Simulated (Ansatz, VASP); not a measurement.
One calculation of LiH, two programs

```
Li H
1.0
     2.50166    0.00000    0.00000
     0.00000    2.50166    0.00000
     0.00000    0.00000    2.50166
Li H
1 1
Direct
  0.00000 0.00000 0.00000
  0.50000 0.50000 0.50000
```

Alike in both runs: task single point; functional PBE; k mesh 10 × 10 × 10; no spin polarisation.

|  | VASP | Ansatz |
| --- | --- | --- |
| version | VASP 6.6.1 | Ansatz 0.2.0 |
| potentials or method | VASP PAW PBE potentials, release 64 (Li_sv, H) | plane waves, PAW |
| plane-wave cutoff (eV) | 520 | 420 |
| occupations | gaussian, width 0.01 eV | fixed |
| valence electrons in the cell | 4 | 4 |

VASP gave:

| Quantity | Value |
| --- | --- |
| gap on the k mesh at the Fermi level (eV) | 0.73 |

Task: Estimate Ansatz's values.

Result: gap on the k mesh at the Fermi level (eV): 0.71.

Noted on VASP's run: the cutoff is short for stress, so the pressure is rough.
